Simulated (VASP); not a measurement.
# CeO2 (Fm-3m) in VASP: a series of runs

The runs below take CeO2 through single point, relaxation of cell and atoms, with LDA, RPBE+D4, r2SCAN, PBE exchange alone.

All numbers are computed with VASP 6.6.1; they aren't measurements. Logs are shortened: lines on timing, memory, paths and dates and some standing lists are left out, and cuts for length are marked.

**1. The cell of the first run**

The structure is cubic, space group Fm-3m (No. 225). Conventional cell: a = 5.478 Å, b = 5.478 Å, c = 5.478 Å, α = 90.00°, β = 90.00°, γ = 90.00°. Ce (site symmetry m-3m) has 8 O at 2.37 Å within 3.1 Å. O (site symmetry -43m) has 4 Ce at 2.37 Å and 6 O at 2.74 Å within 3.1 Å.

**2. Single point, LDA, collinear spin, ferromagnetic start**

Input file INCAR:

```
SYSTEM = CeO2
ALGO = Normal
EDIFF = 1E-6
ENCUT = 520
GGA = CA
ISIF = 2
ISMEAR = -1
ISPIN = 2
LASPH = .True.
LCHARG = .True.
LELF = .True.
LMAXMIX = 6
LORBIT = 11
LREAL = .False.
LVHAR = .True.
LWAVE = .False.
MAGMOM = 1 0 0
NBANDS = 23
NELM = 150
PREC = Accurate
SIGMA = 0.05
```

Input file KPOINTS:

```
k-points
0
Gamma
  9 9 9
  0 0 0
```

Input file POSCAR:

```
CeO2
1.0
    0.0000000000      2.7392284221      2.7392284221
    2.7392284221      0.0000000000      2.7392284221
    2.7392284221      2.7392284221      0.0000000000
Ce O
1 2
Direct
    0.0000000000      0.0000000000      0.0000000000
    0.7500000000      0.7500000000      0.7500000000
    0.2500000000      0.2500000000      0.2500000000
```

Potentials or basis: VASP PAW LDA potentials, release 64 (Ce, O).

On the command line:

```sh
$ cat potpaw_LDA.64/Ce/POTCAR potpaw_LDA.64/O/POTCAR > POTCAR
$ mpirun -np 1 vasp_std > vasp.out
```

OUTCAR:

```text
SYSTEM = CeO2
   EDIFF = 1E-6
   ENCUT = 520
   GGA = CA
   ISIF = 2
   ISMEAR = -1
   ISPIN = 2
   LASPH = .True.
   LORBIT = 11
   LREAL = .False.
   NELM = 150
   PREC = Accurate

 ion  position               nearest neighbor table
   1  0.000  0.000  0.000-   2 2.37   2 2.37   2 2.37   2 2.37   3 2.37   3 2.37   3 2.37   3 2.37

   2  0.750  0.750  0.750-   1 2.37   1 2.37   1 2.37   1 2.37
   3  0.250  0.250  0.250-   1 2.37   1 2.37   1 2.37   1 2.37

  LATTYP: Found a face centered cubic cell.
 ALAT       =     5.4784568442

  Lattice vectors:

 A1 = (   0.0000000000,   2.7392284221,   2.7392284221)
 A2 = (   2.7392284221,   0.0000000000,   2.7392284221)
 A3 = (   2.7392284221,   2.7392284221,   0.0000000000)

Analysis of symmetry for initial positions (statically):
=====================================================================
 Subroutine PRICEL returns:
 Original cell was already a primitive cell.

 Routine SETGRP: Setting up the symmetry group for a
 face centered cubic supercell.

 Subroutine GETGRP returns: Found 48 space group operations
 (whereof 48 operations were pure point group operations)
 out of a pool of 48 trial point group operations.

The static configuration has the point symmetry O_h .

Analysis of symmetry for dynamics (positions and initial velocities):
=====================================================================
 Subroutine PRICEL returns:
 Original cell was already a primitive cell.

 Routine SETGRP: Setting up the symmetry group for a
 face centered cubic supercell.

 Subroutine GETGRP returns: Found 48 space group operations
 (whereof 48 operations were pure point group operations)
 out of a pool of 48 trial point group operations.

The dynamic configuration has the point symmetry O_h .

Analysis of structural, dynamic, and magnetic symmetry:
=====================================================================
 Subroutine PRICEL returns:
 Original cell was already a primitive cell.

 Routine SETGRP: Setting up the symmetry group for a
 face centered cubic supercell.

 Subroutine GETGRP returns: Found 48 space group operations
 (whereof 48 operations were pure point group operations)
 out of a pool of 48 trial point group operations.

The overall configuration has the point symmetry O_h .

 Subroutine INISYM returns: Found 48 space group operations
 (whereof 48 operations are pure point group operations),
 and found     1 'primitive' translations

----------------------------------------------------------------------------------------

                                     Primitive cell

  volume of cell :      41.1069

  direct lattice vectors                    reciprocal lattice vectors
     0.000000000  2.739228422  2.739228422    -0.182533153  0.182533153  0.182533153
     2.739228422  0.000000000  2.739228422     0.182533153 -0.182533153  0.182533153
     2.739228422  2.739228422  0.000000000     0.182533153  0.182533153 -0.182533153

  length of vectors
     3.873853985  3.873853985  3.873853985     0.316156695  0.316156695  0.316156695

  position of ions in fractional coordinates (direct lattice)
     0.000000000  0.000000000  0.000000000
     0.750000000  0.750000000  0.750000000
     0.250000000  0.250000000  0.250000000

  ion indices of the primitive-cell ions
   primitive index   ion index
                 1           1
                 2           2
                 3           3

----------------------------------------------------------------------------------------

 KPOINTS: k-points

Automatic generation of k-mesh.
 Grid dimensions read from file:
 generate k-points for:    9    9    9

 Generating k-lattice:

  Cartesian coordinates                     Fractional coordinates (reciprocal lattice)
    -0.020281461  0.020281461  0.020281461     0.111111111  0.000000000  0.000000000
     0.020281461 -0.020281461  0.020281461     0.000000000  0.111111111  0.000000000
     0.020281461  0.020281461 -0.020281461     0.000000000  0.000000000  0.111111111

  Length of vectors
     0.035128522  0.035128522  0.035128522

  Shift w.r.t. Gamma in fractional coordinates (k-lattice)
     0.000000000  0.000000000  0.000000000

 Subroutine IBZKPT returns following result:
 ===========================================

 Found     35 irreducible k-points:

 Following reciprocal coordinates:
            Coordinates               Weight
  0.000000  0.000000  0.000000      1.000000
  0.111111  0.000000  0.000000      8.000000
  0.222222  0.000000  0.000000      8.000000
  0.333333  0.000000  0.000000      8.000000
  0.444444  0.000000  0.000000      8.000000
  0.111111  0.111111  0.000000      6.000000
[... 16 lines left out ...]
 -0.333333  0.333333  0.000000     12.000000
  0.444444  0.444444  0.000000      6.000000
 [... further k-points ...]
   k-points           NKPTS =     35   k-points in BZ     NKDIM =     35   number of bands    NBANDS=     23
   number of dos      NEDOS =    301   number of ions     NIONS =      3
   total plane-waves  NPLWV =  27000
   dimension x,y,z NGX =    30 NGY =   30 NGZ =   30
   dimension x,y,z NGXF=    60 NGYF=   60 NGZF=   60
   ions per type =               1   2
   NGX,Y,Z   is equivalent  to a cutoff of  12.87, 12.87, 12.87 a.u.
   NGXF,Y,Z  is equivalent  to a cutoff of  25.75, 25.75, 25.75 a.u.
 SYSTEM =  CeO2
   PREC   = accura    normal or accurate (medium, high low for compatibility)
   ISTART =      0    job   : 0-new  1-cont  2-samecut
   ICHARG =      2    charge: 1-file 2-atom 10-const
   ISPIN  =      2    spin polarized calculation?
   LNONCOLLINEAR =      F non collinear calculations
   LSORBIT =      F    spin-orbit coupling
   LASPH  =      T    aspherical Exc in radial PAW
   ENCUT  =  520.0 eV  38.22 Ry    6.18 a.u.   7.20  7.20  7.20*2*pi/ulx,y,z
   NELM   =    150;   NELMIN=  2; NELMDL= -5     # of ELM steps
   EDIFF  = 0.1E-05   stopping-criterion for ELM
   LREAL  =      F    real-space projection
[... 7 lines left out ...]
   TEBEG  =    0.0;   TEEND  =   0.0 temperature during run
   PSTRESS=    0.0 pullay stress
   NELECT =      24.0000    total number of electrons
   NUPDOWN=      -1.0000    fix difference up-down
   EMIN   =  10.00;   EMAX   =-10.00  energy-range for DOS
   EFERMI =   0.00;   METHOD = LEGACY
   ISMEAR =    -1;   SIGMA  =   0.05  broadening in eV -4-tet -1-fermi 0-gaus
   EFERMI_NEDOS =   21; number of points for ismear=-14 and -15
   IALGO  =     38    algorithm
   IMIX   =      4    mixing-type and parameters
     AMIX     =   0.40;   BMIX     =  1.00
     AMIX_MAG =   1.60;   BMIX_MAG =  1.00
  volume/ion in A,a.u.               =      13.70        92.47
  Fermi-wavevector in a.u.,A,eV,Ry     =   1.368276  2.585666 25.472539  1.872179
  Thomas-Fermi vector in A             =   2.494254
   LORBIT       =     11    0 simple, 1 ext, 2 COOP (PROOUT), +10 PAW based schemes
   GGA     = CA    functional components
   LHFCALC =     F    Hartree Fock is set to
   AEXX    =    0.0000 exact exchange contribution
   IVDW    =     0    specifies the selected vdW correction
   LEPSILON=     F    determine dielectric tensor
   LRPA    =     F    only Hartree local field effects (RPA)
 spin polarized calculation
  energy-cutoff  :      520.00
  volume of cell :       41.11
 maximum number of plane-waves:      1125
 NGX is ok and might be reduce to    30
   NGX = 15   NGY = 15   NGZ = 15

 number of electron      23.9999992 magnetization      -0.0000737

 number of electron      23.9999992 magnetization       0.0000052

 Free energy of the ion-electron system (eV)
  ---------------------------------------------------
  ext. energy  EPLUGINS =         0.00000000
  ---------------------------------------------------
  free energy    TOTEN  =       -28.76202718 eV

  energy without entropy =      -28.76202717  energy(sigma->0) =      -28.76202717

 E-fermi :   5.4199     XC(G=0): -11.6213

 val. band max:        4.5337144764   @ k =  -0.3333   0.2222   0.0000
 cond. band min:       6.3664897942   @ k =  -0.4444   0.1111   0.0000
 fundamental gap:      1.8327753177
 Fermi energy:         5.4198919291

 spin component 1

 k-point     1 :       0.0000    0.0000    0.0000
  band No.  band energies     occupation
      1     -27.6458      1.00000
      2     -11.3554      1.00000
      3     -10.3557      1.00000
      4      -9.9048      1.00000
      5      -9.9048      1.00000
      6      -9.9048      1.00000
[... 15 lines left out ...]
     22      11.1643      0.00000
     23      16.5358      0.00000
[... 575 lines left out ...]
      1     -27.4091      1.00000
      2     -13.7189      1.00000
      3     -11.0728      1.00000
      4     -10.4443      1.00000
      5     -10.4443      1.00000
      6      -6.8720      1.00000
[... 15 lines left out ...]
     22      12.8230      0.00000
     23      14.9479      0.00000

 [... further k-points ...]

 spin component 2

 k-point     1 :       0.0000    0.0000    0.0000
  band No.  band energies     occupation
      1     -27.6458      1.00000
      2     -11.3554      1.00000
      3     -10.3557      1.00000
      4      -9.9048      1.00000
      5      -9.9048      1.00000
      6      -9.9048      1.00000
[... 15 lines left out ...]
     22      11.1643      0.00000
     23      16.5358      0.00000
[... 575 lines left out ...]
      1     -27.4091      1.00000
      2     -13.7189      1.00000
      3     -11.0728      1.00000
      4     -10.4443      1.00000
      5     -10.4443      1.00000
      6      -6.8720      1.00000
[... 15 lines left out ...]
     22      12.8230      0.00000
     23      14.9479      0.00000

 [... further k-points ...]

------------------------ aborting loop because EDIFF is reached ----------------------------------------

  FORCE on cell =-STRESS in cart. coord.  units (eV):
  Direction    XX          YY          ZZ          XY          YZ          ZX
  --------------------------------------------------------------------------------------
  -------------------------------------------------------------------------------------
  Total       -2.9264044     -2.9264044     -2.9264044      0.0000000     -0.0000000      0.0000000
  in kB     -114.0591639   -114.0591639   -114.0591639      0.0000000     -0.0000000      0.0000000
  external PRESSURE =    -114.0591639 kB  Pullay stress =       0.0000000 kB

 VOLUME and BASIS-vectors are now :
 -----------------------------------------------------------------------------
  energy-cutoff  :      520.00
  volume of cell :       41.11
      direct lattice vectors                 reciprocal lattice vectors
     0.000000000  2.739228422  2.739228422    -0.182533153  0.182533153  0.182533153
     2.739228422  0.000000000  2.739228422     0.182533153 -0.182533153  0.182533153
     2.739228422  2.739228422  0.000000000     0.182533153  0.182533153 -0.182533153

 POSITION                                       TOTAL-FORCE (eV/Angst)
 -----------------------------------------------------------------------------------
      0.00000      0.00000      0.00000        -0.000000     -0.000000     -0.000000
      4.10884      4.10884      4.10884        -0.000000     -0.000000     -0.000000
      1.36961      1.36961      1.36961         0.000000      0.000000      0.000000
 -----------------------------------------------------------------------------------
    total drift:                                0.000000     -0.000000      0.000000

  FREE ENERGIE OF THE ION-ELECTRON SYSTEM (eV)
  ---------------------------------------------------
  free  energy   TOTEN  =       -28.7620271788 eV

  energy  without entropy=      -28.7620271706  energy(sigma->0) =      -28.76202717

 total charge

# of ion       s       p       d       f       tot
--------------------------------------------------
    1        2.019   5.794   0.851   0.970   9.634
    2        1.564   3.402   0.000   0.000   4.966
    3        1.564   3.402   0.000   0.000   4.966
--------------------------------------------------
tot          5.147  12.597   0.851   0.970  19.565

 magnetization (x)

# of ion       s       p       d       f       tot
--------------------------------------------------
    1        0.000   0.000  -0.000  -0.000  -0.000
    2        0.000   0.000   0.000   0.000   0.000
    3        0.000   0.000   0.000   0.000   0.000
--------------------------------------------------
tot          0.000   0.000  -0.000  -0.000   0.000
```

Run time: 5.1 min. Hardware: 1 thread of AMD EPYC 7R43 (Zen 3), shared host; peak memory 0.19 GiB.

What came out:

```yaml
Free_energy: -28.7620 eV
Pressure: -11.4 GPa
Band_gap_on_the_k_mesh: 1.83 eV (least direct gap 1.89 eV)
Net_moment: 0.00 μB per cell
Valence_electrons_inside_the_program's_atomic_spheres: Ce 9.63; O 4.97
```

Caveat: the magnetic or orbital state may not be the lowest; the cell stands under tension; the moments typed at the start vanished in this run; spin-orbit coupling is left out, which moves the levels of the heavy elements; an odd mesh through Γ misses points on the zone boundary, where band edges can lie. The state reached can hang on the start; a lower one may exist.

**3. Single point, LDA, collinear spin, ferromagnetic start**

This run uses another cell than the first one, of 13.97 Å³/atom.

Input file INCAR:

```
SYSTEM = CeO2
PREC = Accurate ; ENCUT = 520
EDIFF = 1E-6 ; ISMEAR = -1
SIGMA = 0.05 ; LREAL = .FALSE.
LASPH = .TRUE. ; NELM = 150
ALGO = Normal ; ISIF = 2
LWAVE = .FALSE. ; LCHARG = .FALSE.
ISPIN = 2 ; MAGMOM = 1 0 0
LORBIT = 11 ; LMAXMIX = 6
NBANDS = 23
```

Input file KPOINTS:

```
regular mesh
0
G
  9 9 9
  0 0 0
```

Input file POSCAR:

```
CeO2
1.0
    0.0000000000      2.7566762073      2.7566762073
    2.7566762073      0.0000000000      2.7566762073
    2.7566762073      2.7566762073      0.0000000000
Ce O
1 2
Direct
    0.0000000000      0.0000000000      0.0000000000
    0.7500000000      0.7500000000      0.7500000000
    0.2500000000      0.2500000000      0.2500000000
```

Potentials or basis: VASP PAW LDA potentials, release 64 (Ce, O).

On the command line:

```sh
$ cat potpaw_LDA.64/Ce/POTCAR potpaw_LDA.64/O/POTCAR > POTCAR
$ mpirun -np 1 vasp_std > vasp.out
```

OUTCAR:

```text
SYSTEM = CeO2
   PREC = Accurate
   ENCUT = 520
   EDIFF = 1E-6
   ISMEAR = -1
   LREAL = .FALSE.
   LASPH = .TRUE.
   NELM = 150
   ISIF = 2
   ISPIN = 2
   LORBIT = 11

 ion  position               nearest neighbor table
   1  0.000  0.000  0.000-   2 2.39   2 2.39   2 2.39   2 2.39   3 2.39   3 2.39   3 2.39   3 2.39

   2  0.750  0.750  0.750-   1 2.39   1 2.39   1 2.39   1 2.39
   3  0.250  0.250  0.250-   1 2.39   1 2.39   1 2.39   1 2.39

  LATTYP: Found a face centered cubic cell.
 ALAT       =     5.5133524146
[... 1474 lines left out ...]
  energy-cutoff  :      520.00
  volume of cell :       41.90
      direct lattice vectors                 reciprocal lattice vectors
     0.000000000  2.756676207  2.756676207    -0.181377849  0.181377849  0.181377849
     2.756676207  0.000000000  2.756676207     0.181377849 -0.181377849  0.181377849
     2.756676207  2.756676207  0.000000000     0.181377849  0.181377849 -0.181377849

 POSITION                                       TOTAL-FORCE (eV/Angst)
 -----------------------------------------------------------------------------------
      0.00000      0.00000      0.00000        -0.000000      0.000000      0.000000
      4.13501      4.13501      4.13501        -0.000000     -0.000000     -0.000000
      1.37834      1.37834      1.37834         0.000000      0.000000      0.000000
 -----------------------------------------------------------------------------------
    total drift:                                0.000000     -0.000000      0.000000

  FREE ENERGIE OF THE ION-ELECTRON SYSTEM (eV)
  ---------------------------------------------------
  free  energy   TOTEN  =       -28.7002063801 eV

  energy  without entropy=      -28.7002063660  energy(sigma->0) =      -28.70020637

 total charge

# of ion       s       p       d       f       tot
--------------------------------------------------
    1        2.017   5.790   0.827   0.961   9.595
    2        1.563   3.394   0.000   0.000   4.957
    3        1.563   3.394   0.000   0.000   4.957
--------------------------------------------------
tot          5.143  12.578   0.827   0.961  19.509

 magnetization (x)

# of ion       s       p       d       f       tot
--------------------------------------------------
    1       -0.000  -0.000   0.000   0.000   0.000
    2       -0.000  -0.000   0.000   0.000  -0.000
    3       -0.000  -0.000   0.000   0.000  -0.000
--------------------------------------------------
tot         -0.000  -0.000   0.000   0.000  -0.000
```

It took 4.8 min on 1 thread of AMD EPYC 7R43 (Zen 3), shared host; peak memory 0.19 GiB.

What came out:

```yaml
Free_energy: -28.7002 eV
Pressure: -14.2 GPa
Band_gap_on_the_k_mesh: 1.78 eV (least direct gap 1.83 eV)
Net_moment: 0.00 μB per cell
Valence_electrons_inside_the_program's_atomic_spheres: Ce 9.60; O 4.96
```

Caveat: the magnetic or orbital state may not be the lowest; the cell stands under tension; the moments typed at the start vanished in this run; spin-orbit coupling is left out, which moves the levels of the heavy elements; an odd mesh through Γ misses points on the zone boundary, where band edges can lie.

(Part 1 of 2 ends here.)
